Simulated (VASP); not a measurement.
## Rh: relaxation of cell and atoms with PBEsol

The system is Rh.

```xyz
1
Lattice="0.0000 1.8915 1.8915 1.8915 0.0000 1.8915 1.8915 1.8915 0.0000" Properties=species:S:1:pos:R:3 pbc="T T T"
Rh    0.0000    0.0000    0.0000
```

```json
{
 "Program": "VASP 6.6.1",
 "Task": "relaxation of cell and atoms",
 "Functional": "PBEsol",
 "Potentials or basis": "VASP PAW PBE potentials, release 64 (Rh_pv)",
 "Cutoff": "600 eV",
 "k mesh": "18 × 18 × 18",
 "Occupations": "gaussian, width 0.1 eV",
 "Spin": "no spin polarisation",
 "Dipole correction": "no",
 "Further INCAR settings": "ALGO = Normal; EDIFF = 1e-07; IBRION = 2; EDIFFG = -0.01; NSW = 80; ISIF = 3"
}
```

```yaml
Relaxed_volume: 13.49 Å³/atom
Relaxed_cell: a = 2.672 Å, b = 2.672 Å, c = 2.672 Å, α = 60.00°, β = 60.00°, γ = 60.00°
Space_group_after_relaxing_to_0.05_Å: Fm-3m (No. 225)
Energy_gained_by_relaxing: 0.1 meV/atom
Ionic_steps: 3
Pressure_after_relaxing: 0.0 GPa
```

Step by step:
```csv
step,energy change (eV),largest force (eV/Å),pressure (GPa),volume (Å³)
1,0.0000,0.0000,-0.93,13.54
2,0.0007,0.0000,2.51,13.38
3,-0.0001,0.0000,0.01,13.49
```

Final structure:
```
Rh
1.0
     0.00000    1.88957    1.88957
     1.88957    0.00000    1.88957
     1.88957    1.88957    0.00000
Rh
1
Direct
  0.00000 0.00000 0.00000
```

Levels at points of the mesh, in eV from the Fermi level:
| k point | band 3 | band 4 | band 5 | band 6 | band 7 | band 8 | band 9 | band 10 | band 11 |
| --- | --- | --- | --- | --- | --- | --- | --- | --- | --- |
| (0.00, 0.00, 0.00) | -46.38 | -8.20 | -3.20 | -3.20 | -3.20 | -1.02 | -1.02 | 15.91 | 20.30 |
| (0.50, 0.00, 0.00) | -46.49 | -6.33 | -3.27 | -3.27 | 0.59 | 0.59 | 0.62 | 8.78 | 15.42 |
| (0.50, 0.50, 0.00) | -46.67 | -6.54 | -6.16 | 0.57 | 1.02 | 1.02 | 3.20 | 12.46 | 13.33 |

Wall time 35 s on 1 thread of Intel(R) Xeon(R) Platinum 8488C (Sapphire Rapids), on a shared host, peak memory 0.17 GiB.

Caveat: the PAW data sets were made with another functional, which shifts forces and pressure a little.
